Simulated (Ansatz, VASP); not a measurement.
# Two plane-wave programs on ZrS2

INCAR

```
ALGO = Normal ; DIPOL = 0.5 0.5 0.500
EDIFF = 1E-6 ; ENCUT = 400
GGA = PS ; GGA_COMPAT = False
IDIPOL = 3 ; ISIF = 2
ISMEAR = 0 ; LASPH = True
LCHARG = False ; LDIPOL = True
LREAL = False ; LWAVE = False
NBANDS = 87 ; NELM = 120
NELMDL = -8 ; PREC = Accurate
SIGMA = 0.05
```

KPOINTS

```
k-points
0
Gamma
  7 3 1
```

Contents of POSCAR:

```
ZrS2
1.0
    3.6273864416      0.0000000000      0.0000000000
    0.0000000000      8.6056646436      0.0000000000
    0.0000000000      0.0000000000     26.4241467612
S Zr
12 6
Direct
    0.0000000000      0.5292713443      0.2838313028
    0.0000000000      0.9377128720      0.3099643288
    0.5000000000      0.2627634524      0.3650721765
    0.5000000000      0.6712049802      0.3912052025
    0.0000000000      0.9962555606      0.4463130501
    0.0000000000      0.4046970883      0.4724460762
    0.5000000000      0.7297476687      0.5275539238
    0.5000000000      0.1381891965      0.5536869499
    0.0000000000      0.4632397769      0.6087947975
    0.0000000000      0.8716813047      0.6349278235
    0.5000000000      0.1967318850      0.6900356712
    0.5000000000      0.6051734128      0.7161686972
    0.5000000000      0.7334921082      0.2968978158
    0.0000000000      0.4669842163      0.3781386895
    0.5000000000      0.2004763245      0.4593795632
    0.0000000000      0.9339684326      0.5406204368
    0.5000000000      0.6674605408      0.6218613105
    0.0000000000      0.4009526489      0.7031021842
```

Input for Ansatz:

```yaml
crystal:
  lattice:
    - [3.6273864416, 0.0, 0.0]
    - [0.0, 8.6056646436, 0.0]
    - [0.0, 0.0, 26.4241467612]
  atoms:
    - { symbol: S, position: [0.0, 0.5292713443, 0.2838313028] }
    - { symbol: Zr, position: [0.5, 0.7334921082, 0.2968978158] }
    - { symbol: S, position: [0.0, 0.937712872, 0.3099643288] }
    - { symbol: S, position: [0.5, 0.2627634524, 0.3650721765] }
    - { symbol: Zr, position: [0.0, 0.4669842163, 0.3781386895] }
    - { symbol: S, position: [0.5, 0.6712049802, 0.3912052025] }
    - { symbol: S, position: [0.0, 0.9962555606, 0.4463130501] }
    - { symbol: Zr, position: [0.5, 0.2004763245, 0.4593795632] }
    - { symbol: S, position: [0.0, 0.4046970883, 0.4724460762] }
    - { symbol: S, position: [0.5, 0.7297476687, 0.5275539238] }
    - { symbol: Zr, position: [0.0, 0.9339684326, 0.5406204368] }
    - { symbol: S, position: [0.5, 0.1381891965, 0.5536869499] }
    - { symbol: S, position: [0.0, 0.4632397769, 0.6087947975] }
    - { symbol: Zr, position: [0.5, 0.6674605408, 0.6218613105] }
    - { symbol: S, position: [0.0, 0.8716813047, 0.6349278235] }
    - { symbol: S, position: [0.5, 0.196731885, 0.6900356712] }
    - { symbol: Zr, position: [0.0, 0.4009526489, 0.7031021842] }
    - { symbol: S, position: [0.5, 0.6051734128, 0.7161686972] }
basis:
  ecutwfc: 420
kpoints:
  mp_grid: { grid: [7, 3, 1] }
hamiltonian:
  xc: pbesol
scf:
  occupations: { method: gaussian, width: 0.05 }
output:
  forces: true
  stress: true
  eigenvalues: true
  write_density: true
  write_potential: true
  elf: true
  volumetric_format: npy
efield:
  axis: 3
  dipole_correction: true
  ramp_width: 0.04
```

Alike in both runs: task single point; functional PBEsol; k mesh 7 × 3 × 1; occupations gaussian, width 0.05 eV; no spin polarisation.

|  | VASP | Ansatz |
| --- | --- | --- |
| version | VASP 6.6.1 | Ansatz 0.2.0 |
| potentials or method | VASP PAW PBE potentials, release 64 (S, Zr_sv), cutoff 400 eV | scalar-relativistic, plane waves, PAW |
| valence electrons in the cell | 144 | 144 |

```tsv
	VASP	Ansatz	Ansatz less VASP
gap on the k mesh at the Fermi level (eV)	0.90	0.90	+0.003
least direct gap on the mesh (eV)	0.96	0.96	+0.003
rms of the force components (eV/Å)	0.566	0.568	+0.0019
```

VASP's potentials were made for PBE, not for PBEsol. Ansatz's warnings: xc potential rough in thin density.
